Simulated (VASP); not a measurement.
# Ba (Im-3m) in VASP: notebook

Runs on Ba. Level: PBE. Tasks: single point, relaxation of cell and atoms.

All numbers are computed with VASP 6.6.1; they aren't measurements. Logs are shortened: lines on timing, memory, paths and dates and some standing lists are left out, and cuts for length are marked.

## 1. The cell of the first run

Symmetry: Im-3m, No. 229, cubic system. The conventional cell has a = 5.013 Å, b = 5.013 Å, c = 5.013 Å, α = 90.00°, β = 90.00°, γ = 90.00°. Ba (site symmetry m-3m) has 14 Ba at 4.34 to 5.01 Å within 5.7 Å.

## 2. Single point, PBE

INCAR

```
  PREC = Accurate
  ENCUT = 500
  EDIFF = 1E-6
  ISMEAR = -1
  SIGMA = 0.05
  LREAL = F
  LASPH = T
  NELM = 120
  ALGO = Normal
  ISIF = 2
  LWAVE = F
  LCHARG = F
  GGA = PE
  NBANDS = 11
  GGA_COMPAT = F
```

KPOINTS

```
Automatic mesh
0
Gamma
  12 12 12
```

POSCAR

```
Ba
1.0
   -2.5065000000      2.5065000000      2.5065000000
    2.5065000000     -2.5065000000      2.5065000000
    2.5065000000      2.5065000000     -2.5065000000
Ba
1
Direct
    0.0000000000      0.0000000000      0.0000000000
```

Potentials or basis: VASP PAW PBE potentials, release 64 (Ba_sv).

The run is started by

```console
$ cat potpaw_PBE.64/Ba_sv/POTCAR > POTCAR
$ mpirun -np 1 vasp_std > vasp.out
```

OUTCAR:

```text
PREC = Accurate
   ENCUT = 500
   EDIFF = 1E-6
   ISMEAR = -1
   LREAL = F
   LASPH = T
   NELM = 120
   ISIF = 2
   GGA = PE

 ion  position               nearest neighbor table
   1  0.000  0.000  0.000-

  LATTYP: Found a body centered cubic cell.
 ALAT       =     5.0130000000

  Lattice vectors:

 A1 = (  -2.5065000000,   2.5065000000,   2.5065000000)
 A2 = (   2.5065000000,  -2.5065000000,   2.5065000000)
 A3 = (   2.5065000000,   2.5065000000,  -2.5065000000)

Analysis of symmetry for initial positions (statically):
=====================================================================
 Subroutine PRICEL returns:
 Original cell was already a primitive cell.

 Routine SETGRP: Setting up the symmetry group for a
 body centered cubic supercell.

 Subroutine GETGRP returns: Found 48 space group operations
 (whereof 48 operations were pure point group operations)
 out of a pool of 48 trial point group operations.

The static configuration has the point symmetry O_h .

Analysis of symmetry for dynamics (positions and initial velocities):
=====================================================================
 Subroutine PRICEL returns:
 Original cell was already a primitive cell.

 Routine SETGRP: Setting up the symmetry group for a
 body centered cubic supercell.

 Subroutine GETGRP returns: Found 48 space group operations
 (whereof 48 operations were pure point group operations)
 out of a pool of 48 trial point group operations.

The dynamic configuration has the point symmetry O_h .

 Subroutine INISYM returns: Found 48 space group operations
 (whereof 48 operations are pure point group operations),
 and found     1 'primitive' translations

----------------------------------------------------------------------------------------

                                     Primitive cell

  volume of cell :      62.9888

  direct lattice vectors                    reciprocal lattice vectors
    -2.506500000  2.506500000  2.506500000     0.000000000  0.199481348  0.199481348
     2.506500000 -2.506500000  2.506500000     0.199481348  0.000000000  0.199481348
     2.506500000  2.506500000 -2.506500000     0.199481348  0.199481348  0.000000000

  length of vectors
     4.341385349  4.341385349  4.341385349     0.282109228  0.282109228  0.282109228

  position of ions in fractional coordinates (direct lattice)
     0.000000000  0.000000000  0.000000000

  ion indices of the primitive-cell ions
   primitive index   ion index
                 1           1

----------------------------------------------------------------------------------------

 KPOINTS: Automatic mesh

Automatic generation of k-mesh.
 Grid dimensions read from file:
 generate k-points for:   12   12   12

 Generating k-lattice:

  Cartesian coordinates                     Fractional coordinates (reciprocal lattice)
     0.000000000  0.016623446  0.016623446     0.083333333  0.000000000  0.000000000
     0.016623446  0.000000000  0.016623446     0.000000000  0.083333333  0.000000000
     0.016623446  0.016623446  0.000000000     0.000000000  0.000000000  0.083333333

  Length of vectors
     0.023509102  0.023509102  0.023509102

  Shift w.r.t. Gamma in fractional coordinates (k-lattice)
     0.000000000  0.000000000  0.000000000

 Subroutine IBZKPT returns following result:
 ===========================================

 Found     72 irreducible k-points:

 Following reciprocal coordinates:
            Coordinates               Weight
  0.000000  0.000000  0.000000      1.000000
  0.083333  0.000000  0.000000     12.000000
  0.166667  0.000000  0.000000     12.000000
  0.250000  0.000000  0.000000     12.000000
  0.333333  0.000000  0.000000     12.000000
  0.416667  0.000000  0.000000     12.000000
[... 16 lines left out ...]
  0.333333  0.083333  0.083333     24.000000
  0.416667  0.083333  0.083333     12.000000
 [... further k-points ...]
   k-points           NKPTS =     72   k-points in BZ     NKDIM =     72   number of bands    NBANDS=     11
   number of dos      NEDOS =    301   number of ions     NIONS =      1
   total plane-waves  NPLWV =  32768
   dimension x,y,z NGX =    32 NGY =   32 NGZ =   32
   dimension x,y,z NGXF=    64 NGYF=   64 NGZF=   64
   ions per type =               1
   NGX,Y,Z   is equivalent  to a cutoff of  12.25, 12.25, 12.25 a.u.
   NGXF,Y,Z  is equivalent  to a cutoff of  24.51, 24.51, 24.51 a.u.
 SYSTEM =  unknown system
   PREC   = accura    normal or accurate (medium, high low for compatibility)
   ISTART =      0    job   : 0-new  1-cont  2-samecut
   ICHARG =      2    charge: 1-file 2-atom 10-const
   ISPIN  =      1    spin polarized calculation?
   LNONCOLLINEAR =      F non collinear calculations
   LSORBIT =      F    spin-orbit coupling
   LASPH  =      T    aspherical Exc in radial PAW
   ENCUT  =  500.0 eV  36.75 Ry    6.06 a.u.   7.92  7.92  7.92*2*pi/ulx,y,z
   NELM   =    120;   NELMIN=  2; NELMDL= -5     # of ELM steps
   EDIFF  = 0.1E-05   stopping-criterion for ELM
   LREAL  =      F    real-space projection
   EDIFFG = 0.1E-04   stopping-criterion for IOM
   NSW    =      0    number of steps for IOM
   IBRION =     -1    ionic relax: 0-MD 1-quasi-New 2-CG
   NFREE  =      0    steps in history (QN), initial steepest desc. (CG)
   ISIF   =      2    stress and relaxation
   ISYM   =      2    0-nonsym 1-usesym 2-fastsym
   POTIM  = 0.5000    time-step for ionic-motion
   TEBEG  =    0.0;   TEEND  =   0.0 temperature during run
   PSTRESS=    0.0 pullay stress
   NELECT =      10.0000    total number of electrons
   NUPDOWN=      -1.0000    fix difference up-down
   EMIN   =  10.00;   EMAX   =-10.00  energy-range for DOS
   EFERMI =   0.00;   METHOD = LEGACY
   ISMEAR =    -1;   SIGMA  =   0.05  broadening in eV -4-tet -1-fermi 0-gaus
   EFERMI_NEDOS =   21; number of points for ismear=-14 and -15
   IALGO  =     38    algorithm
   IMIX   =      4    mixing-type and parameters
     AMIX     =   0.40;   BMIX     =  1.00
     AMIX_MAG =   1.60;   BMIX_MAG =  1.00
  volume/ion in A,a.u.               =      62.99       425.07
  Fermi-wavevector in a.u.,A,eV,Ry     =   0.886449  1.675146 10.691349  0.785792
  Thomas-Fermi vector in A             =   2.007617
   LORBIT       =      0    0 simple, 1 ext, 2 COOP (PROOUT), +10 PAW based schemes
   GGA     = PE    functional components
   LHFCALC =     F    Hartree Fock is set to
   AEXX    =    0.0000 exact exchange contribution
   IVDW    =     0    specifies the selected vdW correction
   LEPSILON=     F    determine dielectric tensor
   LRPA    =     F    only Hartree local field effects (RPA)
 non-spin polarized calculation
  energy-cutoff  :      500.00
  volume of cell :       62.99
 maximum number of plane-waves:      1638
   NGX = 15   NGY = 15   NGZ = 15

 number of electron      10.0000000 magnetization

 number of electron       9.9999999 magnetization

 Free energy of the ion-electron system (eV)
  ---------------------------------------------------
  ext. energy  EPLUGINS =         0.00000000
  ---------------------------------------------------
  free energy    TOTEN  =        -1.91273648 eV

  energy without entropy =       -1.90236724  energy(sigma->0) =       -1.90755186

 E-fermi :   1.6462     XC(G=0):  -7.4094

 val. band max:        1.6335564608   @ k =   0.2500   0.1667   0.1667
 cond. band min:       1.6749787076   @ k =  -0.4167  -0.4167   0.1667
 fundamental gap:      0.0414222468
 Fermi energy:         1.6462472735

 k-point     1 :       0.0000    0.0000    0.0000
  band No.  band energies     occupation
      1     -27.2371      2.00000
      2     -12.1864      2.00000
      3     -12.1864      2.00000
      4     -12.1864      2.00000
      5      -1.1037      2.00000
      6       3.4780      0.00000
      7       3.4780      0.00000
      8       3.4780      0.00000
      9       4.8792      0.00000
     10       4.8792      0.00000
     11       8.5825      0.00000

 k-point     2 :       0.0833    0.0000    0.0000
  band No.  band energies     occupation
      1     -27.2342      2.00000
      2     -12.2196      2.00000
      3     -12.1966      2.00000
      4     -12.1866      2.00000
      5      -0.9735      2.00000
      6       3.3708      0.00000
      7       3.4207      0.00000
      8       3.6104      0.00000
      9       4.7063      0.00000
     10       4.8705      0.00000
     11       8.7311      0.00000

 k-point     3 :       0.1667    0.0000    0.0000
  band No.  band energies     occupation
      1     -27.2263      2.00000
      2     -12.3082      2.00000
      3     -12.2242      2.00000
      4     -12.1872      2.00000
      5      -0.6087      2.00000
      6       3.1120      0.00000
      7       3.1715      0.00000
      8       4.0013      0.00000
      9       4.5448      0.00000
     10       4.8728      0.00000
     11       9.0285      0.00000

 k-point     4 :       0.2500    0.0000    0.0000
  band No.  band energies     occupation
      1     -27.2155      2.00000
      2     -12.4251      2.00000
      3     -12.2614      2.00000
      4     -12.1880      2.00000
      5      -0.0928      2.00000
      6       2.8072      0.00000
      7       2.8148      0.00000
      8       4.6294      0.00000
      9       4.6368      0.00000
     10       4.9380      0.00000
     11       8.8984      0.00000
[... 239 lines left out ...]
 k-point    22 :       0.2500    0.0833    0.0833
  band No.  band energies     occupation
      1     -27.2026      2.00000
      2     -12.5406      2.00000
      3     -12.3013      2.00000
      4     -12.2167      2.00000
      5       0.6502      2.00000
      6       2.4268      0.00000
      7       2.4374      0.00000
      8       4.9078      0.00000
      9       5.1823      0.00000
     10       5.8749      0.00000
     11       8.5429      0.00000

 k-point    23 :       0.3333    0.0833    0.0833
  band No.  band energies     occupation
      1     -27.1956      2.00000
      2     -12.5962      2.00000
      3     -12.3406      2.00000
      4     -12.2191      2.00000
      5       0.9598      2.00000
      6       2.2949      0.00000
      7       2.5654      0.00000
      8       4.9950      0.00000
      9       5.3651      0.00000
     10       6.6389      0.00000
     11       7.7976      0.00000

 k-point    24 :       0.4167    0.0833    0.0833
  band No.  band energies     occupation
      1     -27.1930      2.00000
      2     -12.6158      2.00000
      3     -12.3554      2.00000
      4     -12.2200      2.00000
      5       1.0285      1.99999
      6       2.2505      0.00001
      7       2.7314      0.00000
      8       4.9764      0.00000
      9       5.4528      0.00000
     10       7.1399      0.00000
     11       7.3104      0.00000

 [... further k-points ...]
[... 5 lines left out ...]
  --------------------------------------------------------------------------------------
  -------------------------------------------------------------------------------------
  Total        0.0352688      0.0352688      0.0352688      0.0000000      0.0000000      0.0000000
  in kB        0.8970938      0.8970938      0.8970938      0.0000000      0.0000000      0.0000000
  external PRESSURE =       0.8970938 kB  Pullay stress =       0.0000000 kB

 VOLUME and BASIS-vectors are now :
 -----------------------------------------------------------------------------
  energy-cutoff  :      500.00
  volume of cell :       62.99
      direct lattice vectors                 reciprocal lattice vectors
    -2.506500000  2.506500000  2.506500000     0.000000000  0.199481348  0.199481348
     2.506500000 -2.506500000  2.506500000     0.199481348  0.000000000  0.199481348
     2.506500000  2.506500000 -2.506500000     0.199481348  0.199481348  0.000000000

 POSITION                                       TOTAL-FORCE (eV/Angst)
 -----------------------------------------------------------------------------------
      0.00000      0.00000      0.00000        -0.000000     -0.000000      0.000000
 -----------------------------------------------------------------------------------
    total drift:                               -0.000000      0.000000     -0.000000

  FREE ENERGIE OF THE ION-ELECTRON SYSTEM (eV)
  ---------------------------------------------------
  free  energy   TOTEN  =        -1.9127364757 eV

  energy  without entropy=       -1.9023672377  energy(sigma->0) =       -1.90755186
```

Wall time 32 s (1 thread of Intel Xeon 6975P-C (Granite Rapids), shared host); peak memory 0.2 GiB.

What came out:

```
Free energy            : -1.9127 eV
Pressure               : 0.1 GPa
Band gap on the k mesh : zero (bands 5 and 6 overlap by 1.07 eV)
```

Levels at points of the mesh, in eV from the Fermi level:
| k point | band 3 | band 4 | band 5 | band 6 | band 7 | band 8 |
| --- | --- | --- | --- | --- | --- | --- |
| (0.00, 0.00, 0.00) | -13.83 | -13.83 | -2.75 | 1.83 | 1.83 | 1.83 |
| (0.50, 0.00, 0.00) | -13.98 | -13.84 | -0.89 | 0.69 | 1.25 | 3.20 |
| (0.50, 0.50, 0.50) | -14.15 | -14.15 | -0.54 | -0.54 | 4.36 | 4.36 |

Caveat: spin-orbit coupling is left out, which moves the levels of the heavy elements.

## 3. Relaxation of cell and atoms, PBE

INCAR

```
SYSTEM = Ba
PREC = Accurate
ENCUT = 500
EDIFF = 1E-7
ISMEAR = -1
SIGMA = 0.05
LREAL = .FALSE.
LASPH = .TRUE.
NELM = 120
ALGO = Normal
ISIF = 3
LWAVE = .FALSE.
LCHARG = .FALSE.
GGA = PE
IBRION = 2
NSW = 60
EDIFFG = -0.02
GGA_COMPAT = .FALSE.
NELMIN = 4
```

KPOINTS

```
regular mesh
0
G
  12 12 12
  0 0 0
```

POSCAR is that of step 2.

Potentials or basis: VASP PAW PBE potentials, release 64 (Ba_sv).

The run is started by

```console
$ cat potpaw_PBE.64/Ba_sv/POTCAR > POTCAR
$ mpirun -np 1 vasp_std > vasp.out
```

Run time: 37 s. Hardware: 1 thread of Intel Xeon 6975P-C (Granite Rapids), shared host; peak memory 0.2 GiB.

Results (log left out):

- Free energy: -1.9129 eV
- Relaxed volume: 63.31 Å³/atom
- Relaxed cell: a = 4.349 Å, b = 4.349 Å, c = 4.349 Å, α = 109.47°, β = 109.47°, γ = 109.47°
- Space group after relaxing (to 0.1 Å): Im-3m (No. 229)
- Energy gained by relaxing: 0.1 meV/atom
- Ionic steps: 2
- Pressure after relaxing: 0.0 GPa
- Band gap on the k mesh: zero (bands 5 and 6 overlap by 1.05 eV)

The path:
| step | energy change (eV) | largest force (eV/Å) | pressure (GPa) | volume (Å³) |
| --- | --- | --- | --- | --- |
| 1 | 0.0000 | 0.0000 | 0.09 | 62.99 |
| 2 | -0.0001 | 0.0000 | 0.05 | 63.31 |

Final structure:
```
CELL_PARAMETERS angstrom
-2.51073 2.51073 2.51073
2.51073 -2.51073 2.51073
2.51073 2.51073 -2.51073
ATOMIC_POSITIONS crystal
Ba 0.00000 0.00000 0.00000
```

Levels at points of the mesh, in eV from the Fermi level:
```
           k point  band 1  band 2  band 3  band 4  band 5  band 6  band 7  band 8  band 9
(0.00, 0.00, 0.00)  -28.89  -13.84  -13.84  -13.84   -2.75    1.83    1.83    1.83    3.22
(0.50, 0.00, 0.00)  -28.85  -14.30  -13.99  -13.85   -0.89    0.69    1.24    3.19    3.77
(0.50, 0.50, 0.50)  -28.82  -14.16  -14.16  -14.16   -0.54   -0.54    4.34    4.34    4.34
```

Caveat: spin-orbit coupling is left out, which moves the levels of the heavy elements.
